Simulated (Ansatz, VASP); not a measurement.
Ti: VASP beside Ansatz

```
CELL_PARAMETERS angstrom
2.70365 0.00000 0.00000
0.00000 2.70365 0.00000
0.00000 0.00000 2.70365
ATOMIC_POSITIONS crystal
Ti 0.00000 0.00000 0.00000
```

Alike in both runs: task single point; functional revPBE; k mesh 13 × 13 × 13; occupations fermi-dirac, width 0.1 eV; no spin polarisation.

|  | VASP | Ansatz |
| --- | --- | --- |
| version | VASP 6.6.1 | Ansatz 0.2.0 |
| potentials or method | VASP PAW PBE potentials, release 64 (Ti_sv), cutoff 520 eV | plane waves (420 eV) with PAW, scalar-relativistic |
| valence electrons in the cell | 12 | 12 |

VASP gave:

| Quantity | Value |
| --- | --- |
| pressure (GPa) | -2.9 |

**Question.** Estimate Ansatz's values.

**Answer.** Pressure (GPa): -2.8.

VASP's potentials were made for PBE, not for revPBE.
